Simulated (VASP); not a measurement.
LiF:

```xyz
4
Lattice="3.3293 0.0000 0.0000 -1.6646 2.8832 0.0000 0.0000 0.0000 4.0958" Properties=species:S:1:pos:R:3 pbc="T T T"
Li    0.0000    1.9222    1.0239
Li    1.6646    0.9611    3.0718
F     1.6646    0.9611    1.0239
F     0.0000    1.9222    3.0718
```

- Program: VASP 6.6.1
- Task: relaxation of cell and atoms
- Functional: LDA
- Potentials or basis: VASP PAW LDA potentials, release 64 (Li_sv, F)
- Cutoff: 600 eV
- k mesh: 12 × 12 × 6
- Occupations: fermi-dirac, width 0.02 eV
- Spin: no spin polarisation

At the start: pressure -6.8 GPa; volume 9.83 Å³/atom.

Problem. Where does the relaxation end?

Solution. Over 6 steps the energy falls by 27.4 meV/atom and the volume is 8.68 Å³/atom (-11.7 %); space group P6_3/mmc (No. 194, to 0.1 Å) before and after.

The path:
| step | energy change (eV) | largest force (eV/Å) | pressure (GPa) | volume (Å³) |
| --- | --- | --- | --- | --- |
| 1 | 0.0000 | 0.0000 | -6.85 | 39.32 |
| 2 | -0.0801 | 0.0000 | -3.91 | 36.97 |
| 3 | -0.1092 | 0.0000 | -0.31 | 34.90 |
| 4 | -0.1094 | 0.0000 | 0.05 | 34.72 |
| 5 | -0.1095 | 0.0000 | 0.05 | 34.72 |
| 6 | -0.1097 | 0.0000 | 0.05 | 34.73 |

Final structure:
```cif
data_structure
_symmetry_space_group_name_H-M 'P 1'
_symmetry_Int_Tables_number 1
_cell_length_a 3.2093
_cell_length_b 3.2093
_cell_length_c 3.8938
_cell_angle_alpha 90.000
_cell_angle_beta 90.000
_cell_angle_gamma 120.000
_cell_volume 34.73
loop_
_atom_site_label
_atom_site_type_symbol
_atom_site_fract_x
_atom_site_fract_y
_atom_site_fract_z
_atom_site_occupancy
Li1 Li 0.33333 0.66667 0.25000 1
Li2 Li 0.66667 0.33333 0.75000 1
F1 F 0.66667 0.33333 0.25000 1
F2 F 0.33333 0.66667 0.75000 1
```

Caveat: the cutoff is under 1.25 times the usual one of these potentials, so pressure, stress and relaxed cells hold a basis-set (Pulay) error.
